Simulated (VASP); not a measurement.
# SiC (P6_3mc) in VASP: notebook, part 2 of 2

VASP 6.6.1.

### 4 Electric field gradients, PBE (volume scaled by 1.01)

The input, INCAR:

```
PREC = Accurate
ENCUT = 520
EDIFF = 1E-8
ISMEAR = -1
SIGMA = 0.08
LREAL = False
LASPH = True
NELM = 80
ALGO = Normal
ISIF = 2
LWAVE = False
LCHARG = False
GGA = PE
LEFG = True
NBANDS = 16
```

The input, KPOINTS:

```
Automatic mesh
0
Gamma
  15 15 8
```

The input, POSCAR:

```
SiC
1.0
    3.0862175446      0.0000000000      0.0000000000
   -1.5431087723      2.6727427953      0.0000000000
    0.0000000000      0.0000000000      5.0647708873
Si C
2 2
Direct
    0.3333333333      0.6666666667      0.0000000000
    0.6666666667      0.3333333333      0.5000000000
    0.3333333333      0.6666666667      0.3850000000
    0.6666666667      0.3333333333      0.8850000000
```

Potentials or basis: VASP PAW PBE potentials, release 64 (Si, C).

Launch:

```console
$ cat potpaw_PBE.64/Si/POTCAR potpaw_PBE.64/C/POTCAR > POTCAR
$ mpirun -np 1 vasp_std > vasp.out
```

OUTCAR:

```text
PREC = Accurate
   ENCUT = 520
   EDIFF = 1E-8
   ISMEAR = -1
   LREAL = False
   LASPH = True
   NELM = 80
   ISIF = 2
   GGA = PE

 ion  position               nearest neighbor table
   1  0.333  0.667  0.000-   4 1.87   4 1.87   4 1.87   3 1.95   2 3.10   2 3.10   2 3.10   2 3.10
                             2 3.10   2 3.10
   2  0.667  0.333  0.500-   3 1.87   3 1.87   3 1.87   4 1.95   1 3.10   1 3.10   1 3.10   1 3.10
                             1 3.10   1 3.10
   3  0.333  0.667  0.385-   2 1.87   2 1.87   2 1.87   1 1.95
   4  0.667  0.333  0.885-   1 1.87   1 1.87   1 1.87   2 1.95

  LATTYP: Found a hexagonal cell.
 ALAT       =     3.0862175446
 C/A-ratio  =     1.6410932846

  Lattice vectors:

 A1 = (   3.0862175446,   0.0000000000,   0.0000000000)
 A2 = (  -1.5431087723,   2.6727427953,   0.0000000000)
 A3 = (   0.0000000000,   0.0000000000,   5.0647708873)

Analysis of symmetry for initial positions (statically):
=====================================================================
 Subroutine PRICEL returns:
 Original cell was already a primitive cell.

 Routine SETGRP: Setting up the symmetry group for a
 hexagonal supercell.

 Subroutine GETGRP returns: Found 12 space group operations
 (whereof  6 operations were pure point group operations)
 out of a pool of 24 trial point group operations.

The static configuration has the point symmetry C_3v.
 The point group associated with its full space group is C_6v.

Analysis of symmetry for dynamics (positions and initial velocities):
=====================================================================
 Subroutine PRICEL returns:
 Original cell was already a primitive cell.

 Routine SETGRP: Setting up the symmetry group for a
 hexagonal supercell.
[... 618 lines left out ...]
     15      19.2250      0.00000
     16      20.0550      0.00000

 [... further k-points ...]
[... 5 lines left out ...]
  --------------------------------------------------------------------------------------
  -------------------------------------------------------------------------------------
  Total        0.7573336      0.7573336     -0.3992640      0.0000000      0.0000000      0.0000000
  in kB       29.0438579     29.0438579    -15.3118331      0.0000000      0.0000000      0.0000000
  external PRESSURE =      14.2586276 kB  Pullay stress =       0.0000000 kB

 VOLUME and BASIS-vectors are now :
 -----------------------------------------------------------------------------
  energy-cutoff  :      520.00
  volume of cell :       41.78
      direct lattice vectors                 reciprocal lattice vectors
     3.086217545  0.000000000  0.000000000     0.324021228  0.187073743  0.000000000
    -1.543108772  2.672742795  0.000000000     0.000000000  0.374147487  0.000000000
     0.000000000  0.000000000  5.064770887     0.000000000  0.000000000  0.197442297

 POSITION                                       TOTAL-FORCE (eV/Angst)
 -----------------------------------------------------------------------------------
     -0.00000      1.78183      0.00000        -0.000000     -0.000000      0.737306
      1.54311      0.89091      2.53239        -0.000000     -0.000000      0.737306
     -0.00000      1.78183      1.94994         0.000000     -0.000000     -0.737306
      1.54311      0.89091      4.48232         0.000000      0.000000     -0.737306
 -----------------------------------------------------------------------------------
    total drift:                               -0.000000      0.000000     -0.000183

  FREE ENERGIE OF THE ION-ELECTRON SYSTEM (eV)
  ---------------------------------------------------
  free  energy   TOTEN  =       -30.0739294120 eV

  energy  without entropy=      -30.0739294059  energy(sigma->0) =      -30.07392941

 Electric field gradients (V/A^2)
---------------------------------------------------------------------
 ion       V_xx      V_yy      V_zz      V_xy      V_xz      V_yz
---------------------------------------------------------------------
   1      -8.596    -8.596    17.192    -0.000     0.000    -0.000
   2      -8.596    -8.596    17.192    -0.000    -0.000     0.000
   3      -1.434    -1.434     2.868    -0.000     0.000    -0.000
   4      -1.434    -1.434     2.868    -0.000    -0.000     0.000
---------------------------------------------------------------------

 Electric field gradients after diagonalization (V/A^2)
 (convention: |V_zz| > |V_xx| > |V_yy|)
----------------------------------------------------------------------
 ion       V_xx      V_yy      V_zz     asymmetry (V_yy - V_xx)/ V_zz
----------------------------------------------------------------------
   1      -8.596    -8.596    17.192       0.000
   2      -8.596    -8.596    17.192       0.000
   3      -1.434    -1.434     2.868       0.000
   4      -1.434    -1.434     2.868       0.000
----------------------------------------------------------------------

           NMR quadrupolar parameters

 Cq : quadrupolar parameter    Cq=e*Q*V_zz/h
 eta: asymmetry parameters     (V_yy - V_xx)/ V_zz
 Q  : nuclear electric quadrupole moment in mb (millibarn)
----------------------------------------------------------------------
 ion       Cq(MHz)       eta       Q (mb)
----------------------------------------------------------------------
   1       0.042       0.000       1.000
   2       0.042       0.000       1.000
   3       0.007       0.000       1.000
   4       0.007       0.000       1.000
----------------------------------------------------------------------
```

Run time: 43 s. Hardware: 1 thread of Intel Xeon Platinum 8488C (Sapphire Rapids), shared host; peak memory 0.2 GiB.

What came out:

| Quantity | Value |
| --- | --- |
| Free energy | -30.0739 eV |
| Pressure | 1.4 GPa |
| Largest force | 0.737 eV/Å |
| Band gap on the k mesh | 2.34 eV, indirect (least direct gap 4.07 eV) |

Forces on the atoms (eV/Å):
```
Si   0.000  0.000  0.737
Si   0.000  0.000  0.737
C    0.000  0.000 -0.737
C    0.000  0.000 -0.737
```

Levels at points of the mesh, in eV from the valence-band top:
| k point | band 6 | band 7 | band 8 | band 9 | band 10 | band 11 |
| --- | --- | --- | --- | --- | --- | --- |
| (0.00, 0.00, 0.00) | -0.28 | -0.28 | 0.00 | 4.54 | 5.92 | 6.45 |
| (0.00, 0.00, 0.50) | -0.96 | -0.96 | -0.96 | 5.62 | 5.62 | 7.12 |

Electric field gradients, principal values (V/Å²):
```
atom   least  middle  greatest (by size)
1 Si  -8.596  -8.596              17.192
2 Si  -8.596  -8.596              17.192
 3 C  -1.434  -1.434               2.868
 4 C  -1.434  -1.434               2.868
```

Caveat: without QUAD_EFG the Cq values of the log hold for a quadrupole moment of 1 mb, not for the nuclei.

### 5 Electric field gradients, PBE (volume scaled by 1.01)

The input, INCAR:

```
SYSTEM = SiC
PREC = Accurate
ENCUT = 520
EDIFF = 1E-8
ISMEAR = -1
SIGMA = 0.08
LREAL = .FALSE.
LASPH = .TRUE.
NELM = 60
ALGO = Normal
ISIF = 2
LWAVE = .FALSE.
LCHARG = .FALSE.
GGA = PE
LEFG = .TRUE.
NBANDS = 16
```

The input, KPOINTS:

```
Automatic mesh
0
G
  15 15 8
  0 0 0
```

POSCAR is that of step 4.

Potentials or basis: VASP PAW PBE potentials, release 64 (Si, C).

Launch:

```console
$ cat potpaw_PBE.64/Si/POTCAR potpaw_PBE.64/C/POTCAR > POTCAR
$ mpirun -np 1 vasp_std > vasp.out
```

OUTCAR:

```text
SYSTEM = SiC
   PREC = Accurate
   ENCUT = 520
   EDIFF = 1E-8
   ISMEAR = -1
   LREAL = .FALSE.
   LASPH = .TRUE.
   NELM = 60
   ISIF = 2
   GGA = PE

 ion  position               nearest neighbor table
   1  0.333  0.667  0.000-   4 1.87   4 1.87   4 1.87   3 1.95   2 3.10   2 3.10   2 3.10   2 3.10
                             2 3.10   2 3.10
   2  0.667  0.333  0.500-   3 1.87   3 1.87   3 1.87   4 1.95   1 3.10   1 3.10   1 3.10   1 3.10
                             1 3.10   1 3.10
   3  0.333  0.667  0.385-   2 1.87   2 1.87   2 1.87   1 1.95
   4  0.667  0.333  0.885-   1 1.87   1 1.87   1 1.87   2 1.95

  LATTYP: Found a hexagonal cell.
 ALAT       =     3.0862175446
 C/A-ratio  =     1.6410932846

  Lattice vectors:

 A1 = (   3.0862175446,   0.0000000000,   0.0000000000)
 A2 = (  -1.5431087723,   2.6727427953,   0.0000000000)
 A3 = (   0.0000000000,   0.0000000000,   5.0647708873)

Analysis of symmetry for initial positions (statically):
=====================================================================
 Subroutine PRICEL returns:
 Original cell was already a primitive cell.

 Routine SETGRP: Setting up the symmetry group for a
 hexagonal supercell.

 Subroutine GETGRP returns: Found 12 space group operations
 (whereof  6 operations were pure point group operations)
 out of a pool of 24 trial point group operations.

The static configuration has the point symmetry C_3v.
 The point group associated with its full space group is C_6v.

Analysis of symmetry for dynamics (positions and initial velocities):
=====================================================================
 Subroutine PRICEL returns:
 Original cell was already a primitive cell.
[... 612 lines left out ...]
      6       3.5688      2.00000
[... 8 lines left out ...]
     15      19.2250      0.00000
     16      20.0550      0.00000

 [... further k-points ...]
[... 5 lines left out ...]
  --------------------------------------------------------------------------------------
  -------------------------------------------------------------------------------------
  Total        0.7573336      0.7573336     -0.3992640      0.0000000      0.0000000      0.0000000
  in kB       29.0438579     29.0438579    -15.3118331      0.0000000      0.0000000      0.0000000
  external PRESSURE =      14.2586276 kB  Pullay stress =       0.0000000 kB

 VOLUME and BASIS-vectors are now :
 -----------------------------------------------------------------------------
  energy-cutoff  :      520.00
  volume of cell :       41.78
      direct lattice vectors                 reciprocal lattice vectors
     3.086217545  0.000000000  0.000000000     0.324021228  0.187073743  0.000000000
    -1.543108772  2.672742795  0.000000000     0.000000000  0.374147487  0.000000000
     0.000000000  0.000000000  5.064770887     0.000000000  0.000000000  0.197442297

 POSITION                                       TOTAL-FORCE (eV/Angst)
 -----------------------------------------------------------------------------------
     -0.00000      1.78183      0.00000        -0.000000     -0.000000      0.737306
      1.54311      0.89091      2.53239        -0.000000     -0.000000      0.737306
     -0.00000      1.78183      1.94994         0.000000     -0.000000     -0.737306
      1.54311      0.89091      4.48232         0.000000      0.000000     -0.737306
 -----------------------------------------------------------------------------------
    total drift:                               -0.000000      0.000000     -0.000183

  FREE ENERGIE OF THE ION-ELECTRON SYSTEM (eV)
  ---------------------------------------------------
  free  energy   TOTEN  =       -30.0739294120 eV

  energy  without entropy=      -30.0739294059  energy(sigma->0) =      -30.07392941

 Electric field gradients (V/A^2)
---------------------------------------------------------------------
 ion       V_xx      V_yy      V_zz      V_xy      V_xz      V_yz
---------------------------------------------------------------------
   1      -8.596    -8.596    17.192    -0.000     0.000    -0.000
   2      -8.596    -8.596    17.192    -0.000    -0.000     0.000
   3      -1.434    -1.434     2.868    -0.000     0.000    -0.000
   4      -1.434    -1.434     2.868    -0.000    -0.000     0.000
---------------------------------------------------------------------

 Electric field gradients after diagonalization (V/A^2)
 (convention: |V_zz| > |V_xx| > |V_yy|)
----------------------------------------------------------------------
 ion       V_xx      V_yy      V_zz     asymmetry (V_yy - V_xx)/ V_zz
----------------------------------------------------------------------
   1      -8.596    -8.596    17.192       0.000
   2      -8.596    -8.596    17.192       0.000
   3      -1.434    -1.434     2.868       0.000
   4      -1.434    -1.434     2.868       0.000
----------------------------------------------------------------------

           NMR quadrupolar parameters

 Cq : quadrupolar parameter    Cq=e*Q*V_zz/h
 eta: asymmetry parameters     (V_yy - V_xx)/ V_zz
 Q  : nuclear electric quadrupole moment in mb (millibarn)
----------------------------------------------------------------------
 ion       Cq(MHz)       eta       Q (mb)
----------------------------------------------------------------------
   1       0.042       0.000       1.000
   2       0.042       0.000       1.000
   3       0.007       0.000       1.000
   4       0.007       0.000       1.000
----------------------------------------------------------------------
```

OSZICAR:

```text
N       E                     dE             d eps       ncg     rms          rms(c)
DAV:   1     0.253861928613E+02    0.25386E+02   -0.71252E+03  4320   0.895E+02
DAV:   2    -0.311894006792E+02   -0.56576E+02   -0.51552E+02  6192   0.156E+02
DAV:   3    -0.337430349877E+02   -0.25536E+01   -0.25439E+01  5720   0.306E+01
DAV:   4    -0.337619468075E+02   -0.18912E-01   -0.18908E-01  5232   0.323E+00
DAV:   5    -0.337621366136E+02   -0.18981E-03   -0.18980E-03  5584   0.306E-01    0.124E+01
DAV:   6    -0.301565351017E+02    0.36056E+01   -0.64947E+00  5464   0.156E+01    0.556E+00
DAV:   7    -0.300914987198E+02    0.65036E-01   -0.10955E+00  6208   0.610E+00    0.247E+00
DAV:   8    -0.300750921869E+02    0.16407E-01   -0.46499E-02  4880   0.138E+00    0.622E-01
DAV:   9    -0.300735728164E+02    0.15194E-02   -0.75764E-03  5632   0.588E-01    0.124E-01
DAV:  10    -0.300738988972E+02   -0.32608E-03   -0.10373E-03  5200   0.186E-01    0.580E-02
DAV:  11    -0.300739279026E+02   -0.29005E-04   -0.96606E-05  5104   0.698E-02    0.136E-02
DAV:  12    -0.300739288121E+02   -0.90952E-06   -0.67447E-06  5616   0.166E-02    0.408E-03
DAV:  13    -0.300739294089E+02   -0.59681E-06   -0.58845E-07  5456   0.496E-03    0.265E-03
DAV:  14    -0.300739294120E+02   -0.30666E-08   -0.26724E-08  5664   0.108E-03
   1 F= -.30073929E+02 E0= -.30073929E+02  d E =-.612296E-08
```

Run time: 47 s. Hardware: 1 thread of Intel Xeon Platinum 8488C (Sapphire Rapids), shared host; peak memory 0.2 GiB.

What came out:

```yaml
Free_energy: -30.0739 eV
Pressure: 1.4 GPa
Largest_force: 0.737 eV/Å
Band_gap_on_the_k_mesh: 2.34 eV, indirect (least direct gap 4.07 eV)
```

Forces in eV/Å, atoms in the order of the input:
```
Si   0.000  0.000  0.737
Si   0.000  0.000  0.737
C    0.000  0.000 -0.737
C    0.000  0.000 -0.737
```

Levels at points of the mesh, in eV from the valence-band top:
```tsv
k point	band 6	band 7	band 8	band 9	band 10	band 11
(0.00, 0.00, 0.00)	-0.28	-0.28	0.00	4.54	5.92	6.45
(0.00, 0.00, 0.50)	-0.96	-0.96	-0.96	5.62	5.62	7.12
```

Electric field gradients, principal values (V/Å²):
| atom | least | middle | greatest (by size) |
| --- | --- | --- | --- |
| 1 Si | -8.596 | -8.596 | 17.192 |
| 2 Si | -8.596 | -8.596 | 17.192 |
| 3 C | -1.434 | -1.434 | 2.868 |
| 4 C | -1.434 | -1.434 | 2.868 |

Caveat: without QUAD_EFG the Cq values of the log hold for a quadrupole moment of 1 mb, not for the nuclei. A k mesh can miss the band edges.
